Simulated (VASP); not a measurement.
# Ir (Fm-3m) in VASP: further runs

Runs on Ir. Level: LDA. Tasks: relaxation of cell and atoms.

Everything below comes from runs of VASP 6.6.1. Logs are shortened: lines on timing, memory, paths and dates and some standing lists are left out, and cuts for length are marked.

## (1) The cell of the first run

The structure is cubic, space group Fm-3m (No. 225). Conventional cell: a = 3.811 Å, b = 3.811 Å, c = 3.811 Å, α = 90.00°, β = 90.00°, γ = 90.00°. Within 3.6 Å of Ir (site symmetry m-3m) lie 12 Ir at 2.69 Å.

## (2) Relaxation of cell and atoms, LDA

INCAR

```
SYSTEM = Ir
PREC = Accurate
ENCUT = 600
EDIFF = 1E-6
ISMEAR = -1
SIGMA = 0.15
LREAL = .False.
LASPH = .True.
NELM = 100
ALGO = Normal
ISIF = 3
LWAVE = .False.
LCHARG = .False.
GGA = CA
IBRION = 2
NSW = 80
EDIFFG = -0.001
```

KPOINTS

```
Automatic mesh
0
Gamma
  18 18 18
  0 0 0
```

POSCAR

```
Ir
1.0
    0.0000000000      1.9054680003      1.9054680003
    1.9054680003      0.0000000000      1.9054680003
    1.9054680003      1.9054680003      0.0000000000
Ir
1
Direct
    0.0000000000      0.0000000000      0.0000000000
```

Potentials or basis: VASP PAW LDA potentials, release 64 (Ir).

Run with:

```console
cat potpaw_LDA.64/Ir/POTCAR > POTCAR
mpirun -np 1 vasp_std > vasp.out
```

OUTCAR:

```text
SYSTEM = Ir
   PREC = Accurate
   ENCUT = 600
   EDIFF = 1E-6
   ISMEAR = -1
   LREAL = .False.
   LASPH = .True.
   NELM = 100
   ISIF = 3
   GGA = CA
   IBRION = 2
   NSW = 80
   EDIFFG = -0.001

 ion  position               nearest neighbor table
   1  0.000  0.000  0.000-

  LATTYP: Found a face centered cubic cell.
 ALAT       =     3.8109360006

  Lattice vectors:

 A1 = (   0.0000000000,   1.9054680003,   1.9054680003)
 A2 = (   1.9054680003,   0.0000000000,   1.9054680003)
 A3 = (   1.9054680003,   1.9054680003,   0.0000000000)

Analysis of symmetry for initial positions (statically):
=====================================================================
 Subroutine PRICEL returns:
 Original cell was already a primitive cell.

 Routine SETGRP: Setting up the symmetry group for a
 face centered cubic supercell.

 Subroutine GETGRP returns: Found 48 space group operations
 (whereof 48 operations were pure point group operations)
 out of a pool of 48 trial point group operations.

The static configuration has the point symmetry O_h .

Analysis of symmetry for dynamics (positions and initial velocities):
=====================================================================
 Subroutine PRICEL returns:
 Original cell was already a primitive cell.

 Routine SETGRP: Setting up the symmetry group for a
 face centered cubic supercell.

 Subroutine GETGRP returns: Found 48 space group operations
 (whereof 48 operations were pure point group operations)
 out of a pool of 48 trial point group operations.

The dynamic configuration has the point symmetry O_h .

 Subroutine INISYM returns: Found 48 space group operations
 (whereof 48 operations are pure point group operations),
 and found     1 'primitive' translations

----------------------------------------------------------------------------------------

                                     Primitive cell

  volume of cell :      13.8368

  direct lattice vectors                    reciprocal lattice vectors
     0.000000000  1.905468000  1.905468000    -0.262402727  0.262402727  0.262402727
     1.905468000  0.000000000  1.905468000     0.262402727 -0.262402727  0.262402727
     1.905468000  1.905468000  0.000000000     0.262402727  0.262402727 -0.262402727

  length of vectors
     2.694738689  2.694738689  2.694738689     0.454494856  0.454494856  0.454494856

  position of ions in fractional coordinates (direct lattice)
     0.000000000  0.000000000  0.000000000

  ion indices of the primitive-cell ions
   primitive index   ion index
                 1           1

----------------------------------------------------------------------------------------

 KPOINTS: Automatic mesh

Automatic generation of k-mesh.
 Grid dimensions read from file:
 generate k-points for:   18   18   18

 Generating k-lattice:

  Cartesian coordinates                     Fractional coordinates (reciprocal lattice)
    -0.014577929  0.014577929  0.014577929     0.055555556  0.000000000  0.000000000
     0.014577929 -0.014577929  0.014577929     0.000000000  0.055555556  0.000000000
     0.014577929  0.014577929 -0.014577929     0.000000000  0.000000000  0.055555556

  Length of vectors
     0.025249714  0.025249714  0.025249714

  Shift w.r.t. Gamma in fractional coordinates (k-lattice)
     0.000000000  0.000000000  0.000000000

 Subroutine IBZKPT returns following result:
 ===========================================

 Found    195 irreducible k-points:

 Following reciprocal coordinates:
            Coordinates               Weight
  0.000000  0.000000  0.000000      1.000000
  0.055556  0.000000  0.000000      8.000000
  0.111111  0.000000  0.000000      8.000000
  0.166667  0.000000  0.000000      8.000000
  0.222222  0.000000  0.000000      8.000000
  0.277778  0.000000  0.000000      8.000000
[... 16 lines left out ...]
 -0.277778  0.055556  0.000000     24.000000
 -0.222222  0.055556  0.000000     24.000000
 [... further k-points ...]
   k-points           NKPTS =    195   k-points in BZ     NKDIM =    195   number of bands    NBANDS=      8
   number of dos      NEDOS =    301   number of ions     NIONS =      1
   total plane-waves  NPLWV =  13824
   dimension x,y,z NGX =    24 NGY =   24 NGZ =   24
   dimension x,y,z NGXF=    48 NGYF=   48 NGZF=   48
   ions per type =               1
   NGX,Y,Z   is equivalent  to a cutoff of  14.81, 14.81, 14.81 a.u.
   NGXF,Y,Z  is equivalent  to a cutoff of  29.61, 29.61, 29.61 a.u.
 SYSTEM =  Ir
   PREC   = accura    normal or accurate (medium, high low for compatibility)
   ISTART =      0    job   : 0-new  1-cont  2-samecut
   ICHARG =      2    charge: 1-file 2-atom 10-const
   ISPIN  =      1    spin polarized calculation?
   LNONCOLLINEAR =      F non collinear calculations
   LSORBIT =      F    spin-orbit coupling
   LASPH  =      T    aspherical Exc in radial PAW
   ENCUT  =  600.0 eV  44.10 Ry    6.64 a.u.   5.38  5.38  5.38*2*pi/ulx,y,z
   NELM   =    100;   NELMIN=  2; NELMDL= -5     # of ELM steps
   EDIFF  = 0.1E-05   stopping-criterion for ELM
   LREAL  =      F    real-space projection
   EDIFFG = -.1E-02   stopping-criterion for IOM
   NSW    =     80    number of steps for IOM
   IBRION =      2    ionic relax: 0-MD 1-quasi-New 2-CG
   NFREE  =      1    steps in history (QN), initial steepest desc. (CG)
   ISIF   =      3    stress and relaxation
   ISYM   =      2    0-nonsym 1-usesym 2-fastsym
   POTIM  = 0.5000    time-step for ionic-motion
   TEBEG  =    0.0;   TEEND  =   0.0 temperature during run
   PSTRESS=    0.0 pullay stress
   NELECT =       9.0000    total number of electrons
   NUPDOWN=      -1.0000    fix difference up-down
   EMIN   =  10.00;   EMAX   =-10.00  energy-range for DOS
   EFERMI =   0.00;   METHOD = LEGACY
   ISMEAR =    -1;   SIGMA  =   0.15  broadening in eV -4-tet -1-fermi 0-gaus
   EFERMI_NEDOS =   21; number of points for ismear=-14 and -15
   IALGO  =     38    algorithm
   IMIX   =      4    mixing-type and parameters
     AMIX     =   0.40;   BMIX     =  1.00
     AMIX_MAG =   1.60;   BMIX_MAG =  1.00
  volume/ion in A,a.u.               =      13.84        93.38
  Fermi-wavevector in a.u.,A,eV,Ry     =   1.418439  2.680461 27.374504  2.011969
  Thomas-Fermi vector in A             =   2.539564
   LORBIT       =      0    0 simple, 1 ext, 2 COOP (PROOUT), +10 PAW based schemes
   GGA     = CA    functional components
   LHFCALC =     F    Hartree Fock is set to
   AEXX    =    0.0000 exact exchange contribution
   IVDW    =     0    specifies the selected vdW correction
   LEPSILON=     F    determine dielectric tensor
   LRPA    =     F    only Hartree local field effects (RPA)
 conjugate gradient relaxation of ions
 non-spin polarized calculation
  energy-cutoff  :      600.00
  volume of cell :       13.84
 maximum number of plane-waves:       483
 NGX is ok and might be reduce to    24
   NGX = 11   NGY = 11   NGZ = 11

--------------------------------------- Ionic step        1  -------------------------------------------

 number of electron       9.0000000 magnetization

 Free energy of the ion-electron system (eV)
  ---------------------------------------------------
  ext. energy  EPLUGINS =         0.00000000
  ---------------------------------------------------
  free energy    TOTEN  =       -10.35946023 eV

  energy without entropy =      -10.29387302  energy(sigma->0) =      -10.32666663

------------------------ aborting loop because EDIFF is reached ----------------------------------------

  FORCE on cell =-STRESS in cart. coord.  units (eV):
  Direction    XX          YY          ZZ          XY          YZ          ZX
  --------------------------------------------------------------------------------------
  -------------------------------------------------------------------------------------
  Total        0.2867670      0.2867670      0.2867670      0.0000000      0.0000000      0.0000000
  in kB       33.2051010     33.2051010     33.2051010      0.0000000      0.0000000      0.0000000
  external PRESSURE =      33.2051010 kB  Pullay stress =       0.0000000 kB
[... 20 lines left out ...]
  energy  without entropy=      -10.2938730243  energy(sigma->0) =      -10.32666663

--------------------------------------- Ionic step        2  -------------------------------------------

 number of electron       9.0000000 magnetization

 E-fermi :   9.9578     XC(G=0): -14.0297

 val. band max:        9.9525631698   @ k =  -0.4444   0.4444   0.1111
 cond. band min:       9.9588647099   @ k =  -0.3333   0.2778   0.0556
 fundamental gap:      0.0063015401
 Fermi energy:         9.9577812944

 k-point     1 :       0.0000    0.0000    0.0000
  band No.  band energies     occupation
      1      -0.9259      2.00000
      2       6.1747      2.00000
      3       6.1747      2.00000
      4       6.1747      2.00000
      5       8.8198      1.99899
      6       8.8198      1.99899
      7      24.3610      0.00000
      8      29.7832      0.00000
[... 316 lines left out ...]
  FREE ENERGIE OF THE ION-ELECTRON SYSTEM (eV)
  ---------------------------------------------------
  free  energy   TOTEN  =       -10.3606214501 eV

  energy  without entropy=      -10.2940009244  energy(sigma->0) =      -10.32731119

[... ionic steps 4 to 8 ...]

--------------------------------------- Ionic step        9  -------------------------------------------

 number of electron       9.0000000 magnetization

------------------------ aborting loop because EDIFF is reached ----------------------------------------

  FORCE on cell =-STRESS in cart. coord.  units (eV):
  Direction    XX          YY          ZZ          XY          YZ          ZX
  --------------------------------------------------------------------------------------
  -------------------------------------------------------------------------------------
  Total        0.0010973      0.0010973      0.0010973      0.0000000      0.0000000      0.0000000
  in kB        0.1260367      0.1260367      0.1260367      0.0000000      0.0000000      0.0000000
  external PRESSURE =       0.1260367 kB  Pullay stress =       0.0000000 kB
[... 55 lines left out ...]
  energy  without entropy=      -10.2940209507  energy(sigma->0) =      -10.32732133

--------------------------------------- Ionic step       11  -------------------------------------------

 number of electron       9.0000000 magnetization

 Free energy of the ion-electron system (eV)
  ---------------------------------------------------
  ext. energy  EPLUGINS =         0.00000000
  ---------------------------------------------------
  free energy    TOTEN  =       -10.36062172 eV

  energy without entropy =      -10.29402051  energy(sigma->0) =      -10.32732112

 E-fermi :  10.5460     XC(G=0): -14.2207

 val. band max:       10.5434656484   @ k =  -0.3333   0.2778   0.0556
 cond. band min:      10.5613753831   @ k =  -0.3333   0.3333   0.0000
 fundamental gap:      0.0179097346
 Fermi energy:        10.5460294991

 k-point     1 :       0.0000    0.0000    0.0000
  band No.  band energies     occupation
      1      -0.6979      2.00000
      2       6.5605      2.00000
      3       6.5605      2.00000
      4       6.5605      2.00000
      5       9.3477      1.99932
      6       9.3477      1.99932
      7      24.8754      0.00000
      8      30.4972      0.00000
[... 281 lines left out ...]
  FREE ENERGIE OF THE ION-ELECTRON SYSTEM (eV)
  ---------------------------------------------------
  free  energy   TOTEN  =       -10.3606217183 eV

  energy  without entropy=      -10.2940205139  energy(sigma->0) =      -10.32732112

 reached required accuracy - stopping structural energy minimisation
```

Run time: 57 s. Hardware: 1 thread of Intel Xeon Platinum 8488C (Sapphire Rapids), shared host; peak memory 0.16 GiB.

What came out:

* Free energy: -10.3606 eV
* Relaxed volume: 13.95 Å³/atom
* Relaxed cell: a = 2.702 Å, b = 2.702 Å, c = 2.702 Å, α = 60.00°, β = 60.00°, γ = 60.00°
* Space group after relaxing (to 0.05 Å): Fm-3m (No. 225)
* Energy gained by relaxing: 1.2 meV/atom
* Ionic steps: 11
* Pressure after relaxing: 0.0 GPa

Step by step:
```csv
step,energy change (eV),largest force (eV/Å),pressure (GPa),volume (Å³)
1,0.0000,0.0000,3.32,13.84
2,0.0173,0.0000,-12.17,14.42
3,-0.0012,0.0000,-0.05,13.95
4,-0.0012,0.0000,0.02,13.95
5,-0.0012,0.0000,0.02,13.95
6,-0.0012,0.0000,0.01,13.95
7,-0.0012,0.0000,0.01,13.95
8,-0.0012,0.0000,0.01,13.95
9,-0.0012,0.0000,0.01,13.95
10,-0.0012,0.0000,0.01,13.95
11,-0.0012,0.0000,0.01,13.95
```

Final structure:
```
Ir
1.0
     0.00000    1.91062    1.91062
     1.91062    0.00000    1.91062
     1.91062    1.91062    0.00000
Ir
1
Direct
  0.00000 0.00000 0.00000
```

Levels at points of the mesh, in eV from the Fermi level:
```csv
k point,band 1,band 2,band 3,band 4,band 5,band 6,band 7,band 8
"(0.00, 0.00, 0.00)",-11.24,-3.99,-3.99,-3.99,-1.20,-1.20,14.33,19.95
"(0.50, 0.00, 0.00)",-8.25,-4.08,-4.08,-0.74,0.94,0.94,7.43,13.87
"(0.50, 0.50, 0.00)",-8.07,-7.51,0.93,1.52,1.52,1.75,10.73,11.78
```

Caveat: spin-orbit coupling is left out, which moves the levels of the heavy elements.

## (3) Relaxation of cell and atoms, LDA

This run uses another cell than the first one, of 13.89 Å³/atom, 1.004 times its volume.

INCAR

```
  PREC = Accurate
  ENCUT = 600
  EDIFF = 1E-6
  ISMEAR = 0
  SIGMA = 0.1
  LREAL = False
  LASPH = True
  NELM = 100
  ALGO = Normal
  ISIF = 3
  LWAVE = False
  LCHARG = False
  GGA = CA
  IBRION = 2
  NSW = 100
  EDIFFG = -0.002
```

KPOINTS

```
regular mesh
0
Gamma
  18 18 18
```

POSCAR

```
Ir
1.0
    0.0000000000      1.9078981112      1.9078981112
    1.9078981112      0.0000000000      1.9078981112
    1.9078981112      1.9078981112      0.0000000000
Ir
1
Direct
    0.0000000000      0.0000000000      0.0000000000
```

Potentials or basis: VASP PAW LDA potentials, release 64 (Ir).

Run with:

```console
cat potpaw_LDA.64/Ir/POTCAR > POTCAR
mpirun -np 1 vasp_std > vasp.out
```

Run time: 45 s. Hardware: 1 thread of Intel Xeon Platinum 8488C (Sapphire Rapids), shared host; peak memory 0.16 GiB.

Results (log left out):

```
Free energy                            : -10.3294 eV
Relaxed volume                         : 13.93 Å³/atom
Relaxed cell                           : a = 2.701 Å, b = 2.701 Å, c = 2.701 Å, α = 60.00°, β = 60.00°, γ = 60.00°
Space group after relaxing (to 0.05 Å) : Fm-3m (No. 225)
Energy gained by relaxing              : 0.1 meV/atom
Ionic steps                            : 4
Pressure after relaxing                : 0.0 GPa
```

Step by step:
| step | energy change (eV) | largest force (eV/Å) | pressure (GPa) | volume (Å³) |
| --- | --- | --- | --- | --- |
| 1 | 0.0000 | 0.0000 | 1.12 | 13.89 |
| 2 | 0.0021 | 0.0000 | -4.44 | 14.09 |
| 3 | -0.0001 | 0.0000 | -0.04 | 13.93 |
| 4 | -0.0001 | 0.0000 | 0.00 | 13.93 |

Final structure:
```yaml
crystal:
  lattice:
    - [0.00000, 1.90961, 1.90961]
    - [1.90961, 0.00000, 1.90961]
    - [1.90961, 1.90961, 0.00000]
  atoms:
    - { symbol: Ir, position: [0.00000, 0.00000, 0.00000] }
```

Levels at points of the mesh, in eV from the Fermi level:
| k point | band 1 | band 2 | band 3 | band 4 | band 5 | band 6 | band 7 | band 8 |
| --- | --- | --- | --- | --- | --- | --- | --- | --- |
| (0.00, 0.00, 0.00) | -11.31 | -4.05 | -4.05 | -4.05 | -1.25 | -1.25 | 14.28 | 19.91 |
| (0.50, 0.00, 0.00) | -8.32 | -4.14 | -4.14 | -0.79 | 0.89 | 0.89 | 7.39 | 13.82 |
| (0.50, 0.50, 0.00) | -8.13 | -7.57 | 0.88 | 1.48 | 1.48 | 1.70 | 10.70 | 11.74 |

Caveat: spin-orbit coupling is left out, which moves the levels of the heavy elements.
